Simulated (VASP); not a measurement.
A run of VASP 6.6.1 is set up as follows.

The input INCAR:

```
SYSTEM = Al
PREC     = Accurate       ! precision mode
ENCUT    = 600            ! plane-wave cutoff, eV
EDIFF    = 1E-8           ! SCF threshold, eV
ISMEAR   = -1             ! smearing method
SIGMA    = 0.05           ! smearing width, eV
LREAL    = .False.        ! projectors in reciprocal space
LASPH    = .True.         ! aspherical terms in the spheres
NELM     = 60             ! most SCF steps
ALGO     = Normal         ! electronic algorithm
ISIF     = 3              ! what is computed and relaxed
LWAVE    = .False.        ! write WAVECAR
LCHARG   = .True.         ! write CHGCAR
GGA      = PS             ! functional
NBANDS   = 14             ! bands
IBRION   = 6              ! ionic algorithm
NFREE    = 2            
POTIM    = 0.015          ! step
NSW      = 1              ! ionic steps
```

File KPOINTS:

```
regular mesh
0
Gamma
  10 10 4
  0 0 0
```

The input POSCAR:

```
Al
1.0
    2.8270770242      0.0000000000      0.0000000000
   -1.4135385121      2.4483205214      0.0000000000
    0.0000000000      0.0000000000      9.1859930700
Al
4
Direct
    0.6666666667      0.3333333333      0.7500000000
    0.0000000000      0.0000000000      0.5000000000
    0.3333333333      0.6666666667      0.2500000000
    0.0000000000      0.0000000000      0.0000000000
```

Potentials or basis: VASP PAW PBE potentials, release 64 (Al).

Run with:

```bash
$ cat potpaw_PBE.64/Al/POTCAR > POTCAR
$ mpirun -np 1 vasp_std > vasp.out
```

(1) Predict the Voigt bulk modulus.

(2) What does it give for the highest phonon frequency at Γ?

Answers

(1) 89 GPa.

(2) 358 cm⁻¹.

Caveat: the cell is under stress, which shifts elastic constants; the PAW data sets were made with another functional, which shifts forces and pressure a little.
